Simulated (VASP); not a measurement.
# Mg5O (I4/mmm) in VASP: a series of runs

Mg5O is run at these levels: PBE; tasks: single point, relaxation of cell and atoms.

Everything below comes from runs of VASP 6.6.1. Logs are shortened: lines on timing, memory, paths and dates and some standing lists are left out, and cuts for length are marked.

**1. The cell of the first run**

Symmetry: I4/mmm, No. 139, tetragonal system. The conventional cell has a = 3.113 Å, b = 3.113 Å, c = 22.661 Å, α = 90.00°, β = 90.00°, γ = 90.00°. Mg (site symmetry 4mm) has 1 O at 2.25 Å within 3.0 Å. Mg (site symmetry 4/mmm) has 4 O at 2.20 Å within 2.9 Å. Mg (site symmetry 4mm) has 12 Mg at 3.11 to 3.22 Å within 4.1 Å. Within 2.9 Å of O (site symmetry 4/mmm) lie 6 Mg at 2.20 to 2.25 Å.

**2. Single point, PBE**

INCAR reads:

```
ALGO = Normal
EDIFF = 1E-6
ENCUT = 520
GGA = PE
ISIF = 2
ISMEAR = 0
LASPH = True
LCHARG = False
LREAL = False
LWAVE = False
NBANDS = 17
NELM = 80
PREC = Accurate
SIGMA = 0.2
```

KPOINTS reads:

```
k-points
0
Gamma
  7 7 7
```

POSCAR reads:

```
Mg5O
1.0
   -1.5564989195      1.5564989195     11.3306134542
    1.5564989195     -1.5564989195     11.3306134542
    1.5564989195      1.5564989195    -11.3306134542
Mg O
5 1
Direct
    0.4005484142      0.4005484142      0.0000000000
    0.5994515858      0.5994515858      0.0000000000
    0.0000000000      0.0000000000      0.0000000000
    0.1980934441      0.1980934441      0.0000000000
    0.8019065559      0.8019065559      0.0000000000
    0.5000000000      0.5000000000      0.0000000000
```

Potentials or basis: VASP PAW PBE potentials, release 64 (Mg, O).

Started as:

```sh
$ cat potpaw_PBE.64/Mg/POTCAR potpaw_PBE.64/O/POTCAR > POTCAR
$ mpirun -np 1 vasp_std > vasp.out
```

OUTCAR:

```text
EDIFF = 1E-6
   ENCUT = 520
   GGA = PE
   ISIF = 2
   ISMEAR = 0
   LASPH = True
   LREAL = False
   NELM = 80
   PREC = Accurate

 ion  position               nearest neighbor table
   1  0.401  0.401  0.000-   6 2.25   5 3.14   5 3.14   5 3.14   5 3.14   3 3.15   3 3.15   3 3.15
                             3 3.15
   2  0.599  0.599  0.000-   6 2.25   4 3.14   4 3.14   4 3.14   4 3.14   3 3.15   3 3.15   3 3.15
                             3 3.15
   3  0.000  0.000  0.000-   6 2.20   6 2.20   6 2.20   6 2.20   2 3.15   2 3.15   1 3.15   2 3.15
                             1 3.15   2 3.15   1 3.15   1 3.15
   4  0.198  0.198  0.000-   2 3.14   2 3.14   2 3.14   2 3.14   5 3.22   5 3.22   5 3.22   5 3.22

   5  0.802  0.802  0.000-   1 3.14   1 3.14   1 3.14   1 3.14   4 3.22   4 3.22   4 3.22   4 3.22

   6  0.500  0.500  0.000-   3 2.20   3 2.20   3 2.20   3 2.20   2 2.25   1 2.25

  LATTYP: Found a body centered tetragonal cell.
 ALAT       =     3.1129978390
 C/A-ratio  =     7.2795511209

  Lattice vectors:

 A1 = (  -1.5564989195,   1.5564989195,  11.3306134542)
 A2 = (   1.5564989195,  -1.5564989195,  11.3306134542)
 A3 = (   1.5564989195,   1.5564989195, -11.3306134542)

Analysis of symmetry for initial positions (statically):
=====================================================================
 Subroutine PRICEL returns:
 Original cell was already a primitive cell.

 Routine SETGRP: Setting up the symmetry group for a
 body centered tetragonal supercell.

 Subroutine GETGRP returns: Found 16 space group operations
 (whereof 16 operations were pure point group operations)
 out of a pool of 16 trial point group operations.

The static configuration has the point symmetry D_4h.

Analysis of symmetry for dynamics (positions and initial velocities):
=====================================================================
 Subroutine PRICEL returns:
 Original cell was already a primitive cell.

 Routine SETGRP: Setting up the symmetry group for a
 body centered tetragonal supercell.

 Subroutine GETGRP returns: Found 16 space group operations
 (whereof 16 operations were pure point group operations)
 out of a pool of 16 trial point group operations.

The dynamic configuration has the point symmetry D_4h.

 Subroutine INISYM returns: Found 16 space group operations
 (whereof 16 operations are pure point group operations),
 and found     1 'primitive' translations

----------------------------------------------------------------------------------------

                                     Primitive cell

  volume of cell :     109.8022

  direct lattice vectors                    reciprocal lattice vectors
    -1.556498920  1.556498920 11.330613454     0.000000000  0.321233760  0.044128237
     1.556498920 -1.556498920 11.330613454     0.321233760  0.000000000  0.044128237
     1.556498920  1.556498920-11.330613454     0.321233760  0.321233760  0.000000000

  length of vectors
    11.542451170 11.542451170 11.542451170     0.324250566  0.324250566  0.454293140

  position of ions in fractional coordinates (direct lattice)
     0.400548414  0.400548414  0.000000000
     0.599451586  0.599451586  0.000000000
     0.000000000  0.000000000  0.000000000
     0.198093444  0.198093444  0.000000000
     0.801906556  0.801906556  0.000000000
     0.500000000  0.500000000  0.000000000

  ion indices of the primitive-cell ions
   primitive index   ion index
                 1           1
                 2           2
                 3           3
                 4           4
                 5           5
                 6           6

----------------------------------------------------------------------------------------

 KPOINTS: k-points

Automatic generation of k-mesh.
 Grid dimensions read from file:
 generate k-points for:    7    7    7

 Generating k-lattice:

  Cartesian coordinates                     Fractional coordinates (reciprocal lattice)
     0.000000000  0.045890537  0.006304034     0.142857143  0.000000000  0.000000000
     0.045890537  0.000000000  0.006304034     0.000000000  0.142857143  0.000000000
     0.045890537  0.045890537  0.000000000     0.000000000  0.000000000  0.142857143

  Length of vectors
     0.046321509  0.046321509  0.064899020

  Shift w.r.t. Gamma in fractional coordinates (k-lattice)
     0.000000000  0.000000000  0.000000000

 Subroutine IBZKPT returns following result:
 ===========================================

 Found     40 irreducible k-points:

 Following reciprocal coordinates:
            Coordinates               Weight
  0.000000  0.000000  0.000000      1.000000
  0.142857  0.000000 -0.000000      8.000000
  0.285714  0.000000  0.000000      8.000000
  0.428571  0.000000  0.000000      8.000000
  0.142857  0.142857 -0.000000      8.000000
  0.285714  0.142857  0.000000     16.000000
[... 16 lines left out ...]
 -0.142857  0.285714  0.142857      8.000000
 -0.428571  0.428571  0.142857      8.000000
 [... further k-points ...]
   k-points           NKPTS =     40   k-points in BZ     NKDIM =     40   number of bands    NBANDS=     17
   number of dos      NEDOS =    301   number of ions     NIONS =      6
   total plane-waves  NPLWV = 729000
   dimension x,y,z NGX =    90 NGY =   90 NGZ =   90
   dimension x,y,z NGXF=   180 NGYF=  180 NGZF=  180
   ions per type =               5   1
   NGX,Y,Z   is equivalent  to a cutoff of  12.96, 12.96, 12.96 a.u.
   NGXF,Y,Z  is equivalent  to a cutoff of  25.93, 25.93, 25.93 a.u.
 SYSTEM =  unknown system
   PREC   = accura    normal or accurate (medium, high low for compatibility)
   ISTART =      0    job   : 0-new  1-cont  2-samecut
   ICHARG =      2    charge: 1-file 2-atom 10-const
   ISPIN  =      1    spin polarized calculation?
   LNONCOLLINEAR =      F non collinear calculations
   LSORBIT =      F    spin-orbit coupling
   LASPH  =      T    aspherical Exc in radial PAW
   ENCUT  =  520.0 eV  38.22 Ry    6.18 a.u.  21.46 21.46 21.46*2*pi/ulx,y,z
   NELM   =     80;   NELMIN=  2; NELMDL= -5     # of ELM steps
   EDIFF  = 0.1E-05   stopping-criterion for ELM
   LREAL  =      F    real-space projection
   EDIFFG = 0.1E-04   stopping-criterion for IOM
   NSW    =      0    number of steps for IOM
   IBRION =     -1    ionic relax: 0-MD 1-quasi-New 2-CG
   NFREE  =      0    steps in history (QN), initial steepest desc. (CG)
   ISIF   =      2    stress and relaxation
   ISYM   =      2    0-nonsym 1-usesym 2-fastsym
   POTIM  = 0.5000    time-step for ionic-motion
   TEBEG  =    0.0;   TEEND  =   0.0 temperature during run
   PSTRESS=    0.0 pullay stress
   NELECT =      16.0000    total number of electrons
   NUPDOWN=      -1.0000    fix difference up-down
   EMIN   =  10.00;   EMAX   =-10.00  energy-range for DOS
   EFERMI =   0.00;   METHOD = LEGACY
   ISMEAR =     0;   SIGMA  =   0.20  broadening in eV -4-tet -1-fermi 0-gaus
   EFERMI_NEDOS =   21; number of points for ismear=-14 and -15
   IALGO  =     38    algorithm
   IMIX   =      4    mixing-type and parameters
     AMIX     =   0.40;   BMIX     =  1.00
     AMIX_MAG =   1.60;   BMIX_MAG =  1.00
  volume/ion in A,a.u.               =      18.30       123.50
  Fermi-wavevector in a.u.,A,eV,Ry     =   0.861479  1.627958 10.097500  0.742145
  Thomas-Fermi vector in A             =   1.979138
   LORBIT       =      0    0 simple, 1 ext, 2 COOP (PROOUT), +10 PAW based schemes
   GGA     = PE    functional components
   LHFCALC =     F    Hartree Fock is set to
   AEXX    =    0.0000 exact exchange contribution
   IVDW    =     0    specifies the selected vdW correction
   LEPSILON=     F    determine dielectric tensor
   LRPA    =     F    only Hartree local field effects (RPA)
 non-spin polarized calculation
 Gauss-broadening in eV      SIGMA  =   0.20
  energy-cutoff  :      520.00
  volume of cell :      109.80
 maximum number of plane-waves:      2982
 NGX is ok and might be reduce to    90
   NGX = 43   NGY = 43   NGZ = 43

 number of electron      16.0000001 magnetization

 Free energy of the ion-electron system (eV)
  ---------------------------------------------------
  ext. energy  EPLUGINS =         0.00000000
  ---------------------------------------------------
  free energy    TOTEN  =       -16.84265172 eV

  energy without entropy =      -16.82734007  energy(sigma->0) =      -16.83499590

 E-fermi :   3.4464     XC(G=0):  -8.9826

 val. band max:        3.4413470037   @ k =  -0.1429  -0.1429   0.1429
 cond. band min:       3.6240172949   @ k =  -0.1429   0.2857   0.1429
 fundamental gap:      0.1826702912
 Fermi energy:         3.4463648102

 k-point     1 :       0.0000    0.0000    0.0000
  band No.  band energies     occupation
      1     -16.1530      2.00000
      2      -3.6304      2.00000
      3      -3.3006      2.00000
      4      -1.3854      2.00000
      5      -0.9445      2.00000
      6      -0.7364      2.00000
[... 9 lines left out ...]
     16      11.9543      0.00000
     17      11.9725      0.00000

 k-point     2 :       0.1429    0.0000   -0.0000
  band No.  band energies     occupation
      1     -16.0834      2.00000
      2      -3.4147      2.00000
      3      -2.9885      2.00000
      4      -1.6503      2.00000
      5      -1.1774      2.00000
      6      -0.7153      2.00000
[... 9 lines left out ...]
     16      11.4401      0.00000
     17      12.1750      0.00000

 k-point     3 :       0.2857    0.0000    0.0000
  band No.  band energies     occupation
      1     -15.9206      2.00000
      2      -2.8740      2.00000
      3      -2.8208      2.00000
      4      -1.8744      2.00000
      5      -0.6670      2.00000
      6      -0.5891      2.00000
[... 392 lines left out ...]
 k-point    23 :      -0.1429    0.2857    0.1429
  band No.  band energies     occupation
      1     -15.7826      2.00000
      2      -3.5258      2.00000
      3      -2.2181      2.00000
      4      -0.6275      2.00000
      5      -0.4301      2.00000
      6       0.5732      2.00000
[... 9 lines left out ...]
     16      10.7602      0.00000
     17      11.2067      0.00000

 k-point    24 :      -0.4286    0.4286    0.1429
  band No.  band energies     occupation
      1     -15.6289      2.00000
      2      -3.0195      2.00000
      3      -2.0490      2.00000
      4      -1.7512      2.00000
      5       0.7931      2.00000
      6       1.6863      2.00000
[... 9 lines left out ...]
     16       8.2439      0.00000
     17       9.1912      0.00000

 [... further k-points ...]
[... 5 lines left out ...]
  --------------------------------------------------------------------------------------
  -------------------------------------------------------------------------------------
  Total       -0.2930808     -0.2930808      0.0358093      0.0000000      0.0000000      0.0000000
  in kB       -4.2764838     -4.2764838      0.5225104      0.0000000      0.0000000      0.0000000
  external PRESSURE =      -2.6768191 kB  Pullay stress =       0.0000000 kB

 VOLUME and BASIS-vectors are now :
 -----------------------------------------------------------------------------
  energy-cutoff  :      520.00
  volume of cell :      109.80
      direct lattice vectors                 reciprocal lattice vectors
    -1.556498920  1.556498920 11.330613454     0.000000000  0.321233760  0.044128237
     1.556498920 -1.556498920 11.330613454     0.321233760  0.000000000  0.044128237
     1.556498920  1.556498920-11.330613454     0.321233760  0.321233760  0.000000000

 POSITION                                       TOTAL-FORCE (eV/Angst)
 -----------------------------------------------------------------------------------
      0.00000      0.00000      9.07692         0.000000      0.000000     -0.015417
      0.00000      0.00000     13.58431         0.000000      0.000000      0.015417
      0.00000      0.00000      0.00000        -0.000000     -0.000000     -0.000000
      0.00000      0.00000      4.48904        -0.000000     -0.000000      0.011892
      0.00000      0.00000     18.17219        -0.000000     -0.000000     -0.011892
      0.00000      0.00000     11.33061        -0.000000     -0.000000     -0.000000
 -----------------------------------------------------------------------------------
    total drift:                                0.000000      0.000000     -0.000000

  FREE ENERGIE OF THE ION-ELECTRON SYSTEM (eV)
  ---------------------------------------------------
  free  energy   TOTEN  =       -16.8426517244 eV

  energy  without entropy=      -16.8273400740  energy(sigma->0) =      -16.83499590
```

It took 9.4 min on 1 thread of Intel Xeon 6975P-C (Granite Rapids), shared host; peak memory 1.2 GiB.

What came out:

```
Free energy            : -16.8427 eV
Pressure               : -0.3 GPa
Largest force          : 0.015 eV/Å
Band gap on the k mesh : zero (band 8 reaches 4.21 eV, above the bottom of band 9 at 2.66 eV)
```

Forces on the atoms (eV/Å):
```
Mg   0.000  0.000 -0.015
Mg   0.000  0.000  0.015
Mg   0.000  0.000  0.000
Mg   0.000  0.000  0.012
Mg   0.000  0.000 -0.012
O    0.000  0.000  0.000
```

Caveat: the k points lie up to 0.41 Å⁻¹ apart.

**3. Relaxation of cell and atoms, PBE**

This run uses another cell than the first one, of 16.50 Å³/atom, 0.901 times its volume.

INCAR reads:

```
ALGO = Normal
EDIFF = 1E-6
EDIFFG = -0.08
ENCUT = 600
GGA = PE
IBRION = 2
ISIF = 3
ISMEAR = 0
LASPH = True
LCHARG = False
LREAL = False
LWAVE = False
NELM = 60
NSW = 36
PREC = Accurate
SIGMA = 0.2
```

KPOINTS is that of step 2.

POSCAR reads:

```
Mg5O
1.0
   -1.5500000000      1.5500000000     10.3000000000
    1.5500000000     -1.5500000000     10.3000000000
    1.5500000000      1.5500000000    -10.3000000000
Mg O
5 1
Direct
    0.3980000000      0.3980000000      0.0000000000
    0.6020000000      0.6020000000      0.0000000000
    0.0000000000      0.0000000000      0.0000000000
    0.2010000000      0.2010000000      0.0000000000
    0.7990000000      0.7990000000      0.0000000000
    0.5000000000      0.5000000000      0.0000000000
```

Potentials or basis: VASP PAW PBE potentials, release 64 (Mg, O).

Started as:

```sh
$ cat potpaw_PBE.64/Mg/POTCAR potpaw_PBE.64/O/POTCAR > POTCAR
$ mpirun -np 1 vasp_std > vasp.out
```

Wall time 43 min (1 thread of Intel Xeon Platinum 8124M at 3.00GHz (Skylake/Cascade Lake), shared host); peak memory 1.1 GiB.

It converged, with:

```
Free energy                            : -16.8426 eV
Relaxed volume                         : 18.10 Å³/atom
Relaxed cell                           : a = 11.555 Å, b = 11.555 Å, c = 11.555 Å, α = 164.61°, β = 164.61°, γ = 21.83°
Space group after relaxing (to 0.05 Å) : I4/mmm (No. 139)
Energy gained by relaxing              : 42.6 meV/atom
Ionic steps                            : 7
Pressure after relaxing                : 0.2 GPa
Largest force after relaxing           : 0.044 eV/Å
Band gap on the k mesh                 : zero (band 8 reaches 4.28 eV, above the bottom of band 9 at 2.72 eV)
```

Forces on the atoms (eV/Å):
```
Mg   0.000  0.000  0.044
Mg   0.000  0.000 -0.044
Mg   0.000  0.000  0.000
Mg   0.000  0.000  0.009
Mg   0.000  0.000 -0.009
O    0.000  0.000  0.000
```

Stress tensor (GPa, compression positive):
```
0.14 0.00 0.00
0.00 0.14 0.00
0.00 0.00 0.34
```

The path:
| step | energy change (eV) | largest force (eV/Å) | pressure (GPa) | volume (Å³) |
| --- | --- | --- | --- | --- |
| 1 | 0.0000 | 0.2105 | 5.97 | 98.98 |
| 2 | -0.1840 | 0.1267 | 0.19 | 108.04 |
| 3 | -0.1852 | 0.1469 | -0.28 | 109.01 |
| 4 | -0.2014 | 0.1413 | -0.25 | 108.98 |
| 5 | -0.2412 | 0.1065 | -0.05 | 108.81 |
| 6 | -0.2276 | 0.0917 | 0.80 | 108.17 |
| 7 | -0.2557 | 0.0443 | 0.20 | 108.62 |

Final structure:
```
CELL_PARAMETERS angstrom
-1.54705 1.54705 11.34577
1.54705 -1.54705 11.34577
1.54705 1.54705 -11.34577
ATOMIC_POSITIONS crystal
Mg 0.39950 0.39950 0.00000
Mg 0.60050 0.60050 0.00000
Mg 0.00000 0.00000 0.00000
Mg 0.19857 0.19857 0.00000
Mg 0.80143 0.80143 0.00000
O 0.50000 0.50000 0.00000
```

Levels at points of the mesh, in eV from the Fermi level:
```tsv
k point	band 5	band 6	band 7	band 8	band 9	band 10	band 11	band 12
(0.00, 0.00, 0.00)	-4.42	-4.14	-4.14	-0.66	-0.65	4.42	4.65	6.23
```

Caveat: the k points lie up to 0.41 Å⁻¹ apart in the final cell; the relaxation stopped at a loose force limit of 0.08 eV/Å, so its end isn't a converged minimum.

**4. Single point, PBE**

This run uses another cell than the first one, of 19.45 Å³/atom, 1.063 times its volume.

INCAR reads:

```
PREC = Accurate ; ENCUT = 600
EDIFF = 1E-6 ; ISMEAR = 0
SIGMA = 0.2 ; LREAL = F
LASPH = T ; NELM = 120
ALGO = Normal ; ISIF = 2
LWAVE = F ; LCHARG = F
GGA = PE ; NBANDS = 17
GGA_COMPAT = F
```

KPOINTS reads:

```
regular mesh
0
Gamma
  4 4 4
```

POSCAR reads:

```
Mg5O
1.0
   -3.6118855557      3.6118855557      2.2366916320
    3.6118855557     -3.6118855557      2.2366916320
    3.6118855557      3.6118855557     -2.2366916320
Mg O
5 1
Direct
    0.0000000000      0.7030735645      0.7030735645
    0.0000000000      0.2969264355      0.2969264355
    0.2969264355      0.0000000000      0.2969264355
    0.7030735645      0.0000000000      0.7030735645
    0.5000000000      0.5000000000      0.0000000000
    0.0000000000      0.0000000000      0.0000000000
```

Started as:

```sh
$ cat potpaw_PBE.64/Mg/POTCAR potpaw_PBE.64/O/POTCAR > POTCAR
$ mpirun -np 1 vasp_std > vasp.out
```

It took 46 s on 1 thread of Intel Xeon Platinum 8259CL at 2.50GHz (Skylake/Cascade Lake), shared host; peak memory 0.31 GiB.

It converged, with:

```
Free energy            : -16.2325 eV
Pressure               : -0.2 GPa
Largest force          : 0.004 eV/Å
Band gap on the k mesh : zero (band 8 reaches 3.73 eV, above the bottom of band 9 at 2.76 eV)
```

Forces in eV/Å, atoms in the order of the input:
```
Mg   0.004  0.000  0.000
Mg  -0.004  0.000  0.000
Mg   0.000 -0.004  0.000
Mg   0.000  0.004  0.000
Mg   0.000  0.000  0.000
O    0.000  0.000  0.000
```

Stress tensor (GPa, compression positive):
```
-0.09  0.00  0.00
 0.00 -0.09  0.00
 0.00  0.00 -0.32
```

Levels at points of the mesh, in eV from the Fermi level:
| k point | band 6 | band 7 | band 8 | band 9 | band 10 | band 11 |
| --- | --- | --- | --- | --- | --- | --- |
| (0.00, 0.00, 0.00) | -1.05 | -0.27 | 0.00 | 0.00 | 1.97 | 2.67 |
| (0.50, 0.00, 0.00) | -3.02 | -1.47 | -0.46 | 0.03 | 0.23 | 2.09 |
| (0.50, 0.50, 0.00) | -4.06 | 0.34 | 0.55 | 0.99 | 1.36 | 1.41 |
| (0.50, 0.50, 0.50) | -2.20 | -2.20 | -1.81 | 0.85 | 2.15 | 4.89 |

Caveat: the k points lie up to 0.41 Å⁻¹ apart.

**5. Summary**

| task | cell | k mesh | cutoff (eV) | gap on the mesh (eV) | pressure (GPa) | largest force (eV/Å) |
| --- | --- | --- | --- | --- | --- | --- |
| single point | a = 11.542 Å, angles 164.5, 164.5, 22.0°, 6 atoms | 7 × 7 × 7 | 520 | none | -0.3 | 0.02 |
| relaxation of cell and atoms | relaxed from a = 10.531 Å, angles 163.1, 163.1, 24.0°, 6 atoms | 7 × 7 × 7 | 600 | none | 0.2 | 0.04 |
| single point | a = 5.576 Å, angles 99.3, 99.3, 132.7°, 6 atoms | 4 × 4 × 4 | 600 | none | -0.2 | - |

Alike in all rows: level PBE; potentials or basis VASP PAW PBE potentials, release 64 (Mg, O); no spin polarisation; smearing gaussian 0.2 eV.

Caveats: all runs use coarse meshes; the relaxation stopped at a loose force limit of 0.08 eV/Å, so its end isn't a converged minimum (some runs).

Absolute energies hang on the potentials; compare differences alone.
